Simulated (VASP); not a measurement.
BiOs: single point with PBEsol

The system is BiOs.

```
Os Bi
1.0
     0.00000    2.79585    2.79585
     2.79585    0.00000    2.79585
     2.79585    2.79585    0.00000
Os Bi
1 1
Direct
  0.50000 0.50000 0.50000
  0.00000 0.00000 0.00000
```

```json
{"Program": "VASP 6.6.1", "Task": "single point", "Functional": "PBEsol", "Potentials or basis": "VASP PAW PBE potentials, release 64 (Os, Bi_d)", "Cutoff": "520 eV", "k mesh": "10 × 10 × 10", "Occupations": "gaussian, width 0.05 eV", "Spin": "no spin polarisation"}
```

The pressure is -5.3 GPa and the band gap on the k mesh is zero (an odd number of electrons rules out a gap without spin polarisation).

Levels at points of the mesh, in eV from the Fermi level:
| k point | band 9 | band 10 | band 11 | band 12 | band 13 | band 14 |
| --- | --- | --- | --- | --- | --- | --- |
| (0.00, 0.00, 0.00) | -1.41 | -1.03 | -1.03 | 1.93 | 1.93 | 1.93 |
| (0.50, 0.00, 0.00) | -3.44 | -0.53 | -0.53 | -0.22 | 4.25 | 6.47 |
| (0.50, 0.50, 0.00) | -0.93 | -0.93 | -0.56 | -0.04 | -0.04 | 0.21 |

It took 57 s on 1 thread of Intel Xeon 8259CL, on a shared host, peak memory 0.19 GiB.

Caveat: the cell stands under tension; the PAW data sets were made with another functional, which shifts forces and pressure a little; spin-orbit coupling is left out, which moves the levels of the heavy elements.
